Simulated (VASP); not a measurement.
Mg, 1 atom in the cell. It takes space group Pm-3m (No. 221, cubic). The conventional cell has a = 3.035 Å, b = 3.035 Å, c = 3.035 Å, α = 90.00°, β = 90.00°, γ = 90.00°. Mg (site symmetry m-3m) has 6 Mg at 3.04 Å within 4.0 Å. This isn't the form of Mg at room conditions, which is hcp.

| Property | Result |
| --- | --- |
| Program | VASP 6.6.1 |
| Task | single point |
| Functional | PBE |
| Potentials or basis | VASP PAW PBE potentials, release 64 (Mg) |
| Cutoff | 600 eV |
| k mesh | 6 × 6 × 6 |
| Occupations | gaussian, width 0.1 eV |
| Spin | no spin polarisation |
| Dipole correction | no |
| Further INCAR settings | ALGO = Normal; EDIFF = 1e-06; NBANDS = 7 |

Potentials or basis: VASP PAW PBE potentials, release 64 (Mg).

Run with:

```console
$ cat potpaw_PBE.64/Mg/POTCAR > POTCAR
$ mpirun -np 1 vasp_std > vasp.out
```

Hardware: 1 thread of Intel Xeon 8259CL, on a shared host.

Task: Estimate the wall time of this run.

Result: It took 7.3 s on 1 thread of Intel Xeon 8259CL, with other jobs on the host, peak memory 0.1 GiB. Counts: scf iterations 9, k points 20.
